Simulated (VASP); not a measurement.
# NbP (Fm-3m) in VASP: single point with PBE+U

Aim: the single point of NbP with PBE+U.

Everything below comes from runs of VASP 6.6.1. Logs are shortened: lines on timing, memory, paths and dates and some standing lists are left out, and cuts for length are marked.

## Step 1: The cell of the first run

The structure is cubic, space group Fm-3m (No. 225). The conventional cell has a = 5.232 Å, b = 5.232 Å, c = 5.232 Å, α = 90.00°, β = 90.00°, γ = 90.00°. Within 3.5 Å of Nb (site symmetry m-3m) lie 6 P at 2.62 Å. P (site symmetry m-3m) has 6 Nb at 2.62 Å within 3.5 Å.

## Step 2: Single point, PBE+U, collinear spin

Input file INCAR:

```
SYSTEM = NbP
PREC = Accurate ; ENCUT = 500
EDIFF = 1E-6 ; ISMEAR = -1
SIGMA = 0.0371 ; LREAL = .False.
LASPH = .True. ; NELM = 200
ALGO = Normal ; ISIF = 2
LWAVE = .False. ; LCHARG = .True.
ISPIN = 2 ; MAGMOM = -0.87 -0.87 0 0
LORBIT = 11 ; LMAXMIX = 4
LDAU = .True. ; LDAUTYPE = 2
LDAUL = 2 -1 ; LDAUU = 1.94 0
LDAUJ = 0 0 ; LDAUPRINT = 1
GGA = PE ; LELF = .True.
LVHAR = .True. ; NBANDS = 30
GGA_COMPAT = .False.
```

Input file KPOINTS:

```
regular mesh
0
Gamma
  6 6 6
  0 0 0
```

Input file POSCAR:

```
NbP
1.0
    5.2318014400      2.6159007200      2.6159007200
    2.6159007200      5.2318014400      2.6159007200
    2.6159007200      2.6159007200      5.2318014400
Nb P
2 2
Direct
    0.0000000000      0.0000000000      0.0000000000
    0.5000000000      0.5000000000      0.5000000000
    0.2500000000      0.2500000000      0.2500000000
    0.7500000000      0.7500000000      0.7500000000
```

Potentials or basis: VASP PAW PBE potentials, release 64 (Nb_sv, P).

The run is started by

```sh
> cat potpaw_PBE.64/Nb_sv/POTCAR potpaw_PBE.64/P/POTCAR > POTCAR
> mpirun -np 1 vasp_std > vasp.out
```

OUTCAR:

```text
SYSTEM = NbP
   PREC = Accurate
   ENCUT = 500
   EDIFF = 1E-6
   ISMEAR = -1
   LREAL = .False.
   LASPH = .True.
   NELM = 200
   ISIF = 2
   ISPIN = 2
   LORBIT = 11
   GGA = PE

 ion  position               nearest neighbor table
   1  0.000  0.000  0.000-   4 2.62   4 2.62   4 2.62   3 2.62   3 2.62   3 2.62
   2  0.500  0.500  0.500-   3 2.62   3 2.62   3 2.62   4 2.62   4 2.62   4 2.62
   3  0.250  0.250  0.250-   1 2.62   1 2.62   1 2.62   2 2.62   2 2.62   2 2.62
   4  0.750  0.750  0.750-   2 2.62   2 2.62   2 2.62   1 2.62   1 2.62   1 2.62

  LATTYP: Found a trigonal (rhomboedric) cell.
 ALAT       =     6.4076219818
 COS(alpha) =     0.8333333333

  Lattice vectors:

 A1 = (   5.2318014400,   2.6159007200,   2.6159007200)
 A2 = (   2.6159007200,   5.2318014400,   2.6159007200)
 A3 = (   2.6159007200,   2.6159007200,   5.2318014400)

Analysis of symmetry for initial positions (statically):
=====================================================================
 Subroutine PRICEL returns following result:

  LATTYP: Found a face centered cubic cell.
 ALAT       =     5.2318014400
[... 12 lines left out ...]
 Subroutine GETGRP returns: Found 12 space group operations
 (whereof 12 operations were pure point group operations)
 out of a pool of 12 trial point group operations.

The static configuration has the point symmetry D_3d.

Analysis of symmetry for dynamics (positions and initial velocities):
=====================================================================
 Subroutine PRICEL returns following result:

  LATTYP: Found a face centered cubic cell.
 ALAT       =     5.2318014400
[... 12 lines left out ...]
 Subroutine GETGRP returns: Found 12 space group operations
 (whereof 12 operations were pure point group operations)
 out of a pool of 12 trial point group operations.

The dynamic configuration has the point symmetry D_3d.

Analysis of structural, dynamic, and magnetic symmetry:
=====================================================================
 Subroutine PRICEL returns following result:

  LATTYP: Found a face centered cubic cell.
 ALAT       =     5.2318014400
[... 12 lines left out ...]
 Subroutine GETGRP returns: Found 12 space group operations
 (whereof 12 operations were pure point group operations)
 out of a pool of 12 trial point group operations.

The overall configuration has the point symmetry D_3d.

 Subroutine INISYM returns: Found 12 space group operations
 (whereof 12 operations are pure point group operations),
 and found     2 'primitive' translations

----------------------------------------------------------------------------------------

                                     Primitive cell

  volume of cell :      35.8009

  direct lattice vectors                    reciprocal lattice vectors
     0.000000000 -2.615900720  2.615900720     0.191138752 -0.191138752  0.191138752
    -2.615900720 -0.000000000  2.615900720    -0.191138752  0.191138752  0.191138752
    -2.615900720 -2.615900720  0.000000000    -0.191138752 -0.191138752 -0.191138752

  length of vectors
     3.699442276  3.699442276  3.699442276     0.331062030  0.331062030  0.331062030

  position of ions in fractional coordinates (direct lattice)
     0.000000000  0.000000000  0.000000000
     0.500000000  0.500000000  0.500000000

  ion indices of the primitive-cell ions
   primitive index   ion index
                 1           1
[... 127 lines left out ...]
 -0.0000  0.0013  0.0000 -0.0013  0.2486

spin component  2

  0.2161  0.0013  0.0015  0.0013  0.0000
  0.0013  0.2161 -0.0007  0.0013  0.0013
  0.0015 -0.0007  0.2485 -0.0007  0.0000
  0.0013  0.0013 -0.0007  0.2161 -0.0013
  0.0000  0.0013  0.0000 -0.0013  0.2485

 occupancies and eigenvectors

  o =  0.2147  v =  0.0000  0.0000  0.0000  0.0000  0.0000  0.8154 -0.4078 -0.0527 -0.4076  0.0000      0.0000  0.0000  0.0000  0.0000  0.0000  0.0000  0.0000  0.0000  0.0000  0.0000
  o =  0.2147  v =  0.0000  0.0000  0.0000  0.0000  0.0000 -0.0001 -0.7061  0.0000  0.7062  0.0527      0.0000  0.0000  0.0000  0.0000  0.0000  0.0000  0.0000  0.0000  0.0000  0.0000
  o =  0.2148  v = -0.3466  0.8124  0.0227 -0.4659 -0.0483  0.0000  0.0000  0.0000  0.0000  0.0000      0.0000  0.0000  0.0000  0.0000  0.0000  0.0000  0.0000  0.0000  0.0000  0.0000
  o =  0.2148  v =  0.7380 -0.0689 -0.0483 -0.6691 -0.0227  0.0000  0.0000  0.0000  0.0000  0.0000      0.0000  0.0000  0.0000  0.0000  0.0000  0.0000  0.0000  0.0000  0.0000  0.0000
  o =  0.2188  v =  0.0000  0.0000  0.0000  0.0000  0.0000 -0.5774 -0.5774  0.0000 -0.5774  0.0000      0.0000  0.0000  0.0000  0.0000  0.0000  0.0000  0.0000  0.0000  0.0000  0.0000
  o =  0.2189  v = -0.5774 -0.5774  0.0000 -0.5774 -0.0000  0.0000  0.0000  0.0000  0.0000  0.0000      0.0000  0.0000  0.0000  0.0000  0.0000  0.0000  0.0000  0.0000  0.0000  0.0000
  o =  0.2485  v =  0.0000  0.0000  0.0000  0.0000  0.0000  0.0431 -0.0215  0.9986 -0.0215 -0.0000      0.0000  0.0000  0.0000  0.0000  0.0000  0.0000  0.0000  0.0000  0.0000  0.0000
  o =  0.2485  v =  0.0000  0.0000  0.0000  0.0000  0.0000  0.0000  0.0373  0.0000 -0.0373  0.9986      0.0000  0.0000  0.0000  0.0000  0.0000  0.0000  0.0000  0.0000  0.0000  0.0000
  o =  0.2487  v =  0.0436 -0.0218  0.9986 -0.0218 -0.0000  0.0000  0.0000  0.0000  0.0000  0.0000      0.0000  0.0000  0.0000  0.0000  0.0000  0.0000  0.0000  0.0000  0.0000  0.0000
  o =  0.2487  v =  0.0000  0.0378  0.0000 -0.0378  0.9986  0.0000  0.0000  0.0000  0.0000  0.0000      0.0000  0.0000  0.0000  0.0000  0.0000  0.0000  0.0000  0.0000  0.0000  0.0000

atom =   2  type =  1  l = 2

 onsite density matrix

spin component  1

  0.2163  0.0013  0.0015  0.0013 -0.0000
  0.0013  0.2163 -0.0007  0.0013  0.0013
  0.0015 -0.0007  0.2486 -0.0007 -0.0000
  0.0013  0.0013 -0.0007  0.2163 -0.0013
 -0.0000  0.0013 -0.0000 -0.0013  0.2486

spin component  2

  0.2161  0.0013  0.0015  0.0013 -0.0000
  0.0013  0.2161 -0.0007  0.0013  0.0013
  0.0015 -0.0007  0.2485 -0.0007 -0.0000
  0.0013  0.0013 -0.0007  0.2161 -0.0013
 -0.0000  0.0013 -0.0000 -0.0013  0.2485

 occupancies and eigenvectors

  o =  0.2147  v =  0.0000  0.0000  0.0000  0.0000  0.0000  0.2452  0.5509 -0.0159 -0.7960 -0.0503      0.0000  0.0000  0.0000  0.0000  0.0000  0.0000  0.0000  0.0000  0.0000  0.0000
  o =  0.2147  v =  0.0000  0.0000  0.0000  0.0000  0.0000 -0.7776  0.6011  0.0503  0.1765 -0.0159      0.0000  0.0000  0.0000  0.0000  0.0000  0.0000  0.0000  0.0000  0.0000  0.0000
  o =  0.2148  v =  0.0000 -0.7061 -0.0000  0.7061  0.0534  0.0000  0.0000  0.0000  0.0000  0.0000      0.0000  0.0000  0.0000  0.0000  0.0000  0.0000  0.0000  0.0000  0.0000  0.0000
  o =  0.2148  v =  0.8153 -0.4077 -0.0534 -0.4077 -0.0000  0.0000  0.0000  0.0000  0.0000  0.0000      0.0000  0.0000  0.0000  0.0000  0.0000  0.0000  0.0000  0.0000  0.0000  0.0000
  o =  0.2188  v =  0.0000  0.0000  0.0000  0.0000  0.0000 -0.5774 -0.5774  0.0000 -0.5774  0.0000      0.0000  0.0000  0.0000  0.0000  0.0000  0.0000  0.0000  0.0000  0.0000  0.0000
  o =  0.2189  v =  0.5774  0.5774  0.0000  0.5774  0.0000  0.0000  0.0000  0.0000  0.0000  0.0000      0.0000  0.0000  0.0000  0.0000  0.0000  0.0000  0.0000  0.0000  0.0000  0.0000
  o =  0.2485  v =  0.0000  0.0000  0.0000  0.0000  0.0000  0.0431 -0.0215  0.9986 -0.0215 -0.0000      0.0000  0.0000  0.0000  0.0000  0.0000  0.0000  0.0000  0.0000  0.0000  0.0000
  o =  0.2485  v =  0.0000  0.0000  0.0000  0.0000  0.0000  0.0000  0.0373  0.0000 -0.0373  0.9986      0.0000  0.0000  0.0000  0.0000  0.0000  0.0000  0.0000  0.0000  0.0000  0.0000
  o =  0.2487  v = -0.0436  0.0218 -0.9986  0.0218  0.0000  0.0000  0.0000  0.0000  0.0000  0.0000      0.0000  0.0000  0.0000  0.0000  0.0000  0.0000  0.0000  0.0000  0.0000  0.0000
  o =  0.2487  v =  0.0000  0.0378  0.0000 -0.0378  0.9986  0.0000  0.0000  0.0000  0.0000  0.0000      0.0000  0.0000  0.0000  0.0000  0.0000  0.0000  0.0000  0.0000  0.0000  0.0000

 number of electron      35.9999999 magnetization       0.0012136

 Free energy of the ion-electron system (eV)
  ---------------------------------------------------
  ext. energy  EPLUGINS =         0.00000000
  ---------------------------------------------------
  free energy    TOTEN  =       -29.88549441 eV

  energy without entropy =      -29.86658635  energy(sigma->0) =      -29.87604038

 E-fermi :  10.1769     XC(G=0): -11.4609

 val. band max:       10.1196772998   @ k =  -0.3333   0.3333   0.1667
 cond. band min:      10.1800071804   @ k =   0.5000   0.3333  -0.0000
 fundamental gap:      0.0603298805
 Fermi energy:        10.1768748234

 spin component 1

 k-point     1 :       0.0000    0.0000    0.0000
  band No.  band energies     occupation
      1     -46.1795      1.00000
      2     -46.1669      1.00000
      3     -22.3160      1.00000
      4     -22.1649      1.00000
      5     -22.1649      1.00000
      6     -22.1469      1.00000
[... 1577 lines left out ...]
     29      17.3884      0.00000
     30      18.4962      0.00000

 [... further k-points ...]
[... 5 lines left out ...]
  --------------------------------------------------------------------------------------
  -------------------------------------------------------------------------------------
  Total       -4.9848108     -4.9848108     -4.9848108     -0.0788426     -0.0788426     -0.0788426
  in kB     -111.5412479   -111.5412479   -111.5412479     -1.7642002     -1.7642002     -1.7642002
  external PRESSURE =    -111.5412479 kB  Pullay stress =       0.0000000 kB

 VOLUME and BASIS-vectors are now :
 -----------------------------------------------------------------------------
  energy-cutoff  :      500.00
  volume of cell :       71.60
      direct lattice vectors                 reciprocal lattice vectors
     5.231801440  2.615900720  2.615900720     0.286708129 -0.095569376 -0.095569376
     2.615900720  5.231801440  2.615900720    -0.095569376  0.286708129 -0.095569376
     2.615900720  2.615900720  5.231801440    -0.095569376 -0.095569376  0.286708129

 POSITION                                       TOTAL-FORCE (eV/Angst)
 -----------------------------------------------------------------------------------
      0.00000      0.00000      0.00000         0.000000     -0.000000      0.000000
      5.23180      5.23180      5.23180         0.000000     -0.000000      0.000000
      2.61590      2.61590      2.61590         0.000000      0.000000     -0.000000
      7.84770      7.84770      7.84770        -0.000000     -0.000000     -0.000000
 -----------------------------------------------------------------------------------
    total drift:                               -0.000000     -0.000000     -0.000000

  FREE ENERGIE OF THE ION-ELECTRON SYSTEM (eV)
  ---------------------------------------------------
  free  energy   TOTEN  =       -29.8854944141 eV

  energy  without entropy=      -29.8665863474  energy(sigma->0) =      -29.87604038

 total charge

# of ion       s       p       d       tot
------------------------------------------
    1        2.136   5.992   2.263  10.391
    2        2.136   5.992   2.263  10.391
    3        1.014   1.516   0.000   2.530
    4        1.014   1.516   0.000   2.530
--------------------------------------------------
tot          6.299  15.016   4.526  25.841

 magnetization (x)

# of ion       s       p       d       tot
------------------------------------------
    1       -0.000   0.000   0.000   0.000
    2       -0.000   0.000   0.000   0.000
    3       -0.000  -0.000   0.000  -0.000
    4       -0.000  -0.000   0.000  -0.000
--------------------------------------------------
tot         -0.000  -0.000   0.001   0.001
```

Run time: 14 min. Hardware: 1 thread of Intel Xeon 8259CL, shared host; peak memory 0.45 GiB.

What came out:

| Property | Result |
| --- | --- |
| Free energy | -29.8855 eV |
| Pressure | -11.2 GPa |
| Band gap on the k mesh | zero (filled and empty bands overlap) |
| Net moment | 0.00 μB per cell |
| Valence electrons inside the program's atomic spheres | Nb 10.39; P 2.53 |

Stress tensor (GPa, compression positive):
```
-11.15  -0.18  -0.18
 -0.18 -11.15  -0.18
 -0.18  -0.18 -11.15
```

Eigenvalues of the final occupation matrices:
| site | spin | trace | eigenvalues |
| --- | --- | --- | --- |
| site 1 d | 1 | 1.15 | 0.21 0.21 0.22 0.25 0.25 |
| site 1 d | 2 | 1.15 | 0.21 0.21 0.22 0.25 0.25 |
| site 2 d | 1 | 1.15 | 0.21 0.21 0.22 0.25 0.25 |
| site 2 d | 2 | 1.15 | 0.21 0.21 0.22 0.25 0.25 |

Caveat: the cell stands under tension; the U is typed as a test and isn't derived for this compound.

The gap in the log of VASP goes by the Fermi energy; the results here count the filled bands.